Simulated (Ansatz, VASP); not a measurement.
Two plane-wave programs on Cu

Contents of INCAR:

```
ALGO     = Fast           # electronic algorithm
EDIFF    = 1E-7           # SCF threshold, eV
ENCUT    = 520            # plane-wave cutoff, eV
GGA      = PS             # functional
ISIF     = 2              # what is computed and relaxed
ISMEAR   = 0              # smearing method
IVDW     = 12             # dispersion correction
LASPH    = T              # aspherical terms in the spheres
LCHARG   = F              # write CHGCAR
LREAL    = F              # projectors in reciprocal space
LWAVE    = F              # write WAVECAR
NBANDS   = 12             # bands
NELM     = 80             # most SCF steps
PREC     = Accurate       # precision mode
SIGMA    = 0.15           # smearing width, eV
```

The input KPOINTS:

```
k-points
0
Gamma
  6 26 4
```

Contents of POSCAR:

```
Cu
1.0
   11.5683224068      0.0000000000      0.0000014224
    0.0000000000      2.2546350667      0.0000000000
   -4.5948541118      0.0000000000     22.0693051013
Cu
1
Direct
    0.5000000000      0.5000000000      0.5000000000
```

Input for Ansatz:

```yaml
crystal:
  lattice:
    - [11.5683224068, 0.0, 1.4224e-06]
    - [0.0, 2.2546350667, 0.0]
    - [-4.5948541118, 0.0, 22.0693051013]
  atoms:
    - { symbol: Cu, position: [0.5, 0.5, 0.5] }
basis:
  ecutwfc: 420
kpoints:
  mp_grid: { grid: [6, 26, 4] }
hamiltonian:
  xc: pbesol
  dispersion: d3bj
scf:
  occupations: { method: gaussian, width: 0.15 }
output:
  forces: true
  stress: true
  eigenvalues: true
```

Change from the starting cell: strain +0.0150 x Voigt [0, 0, 1, 0, 0, 0], atoms carried along.

Alike in both runs: task single point; functional PBEsol; dispersion D3(BJ); k mesh 6 × 26 × 4; occupations gaussian, width 0.15 eV; no spin polarisation.

|  | VASP | Ansatz |
| --- | --- | --- |
| version | VASP 6.6.1 | Ansatz 0.2.0 |
| potentials or method | VASP PAW PBE potentials, release 64 (Cu), cutoff 520 eV | scalar-relativistic, plane waves, PAW |
| valence electrons in the cell | 11 | 19 |

|  | VASP | Ansatz | Ansatz less VASP |
| --- | --- | --- | --- |
| gap on the k mesh at the Fermi level (eV) | none | none | - |
| pressure (GPa) | 0.0 | 0.0 | 0.00 |

VASP's potentials were made for PBE, not for PBEsol. A gap of «none» marks a metal or a gap that the smearing closes. VASP's potentials hold 11 valence electrons a cell and Ansatz's 19, so a difference there can come from the potentials and not from the codes.
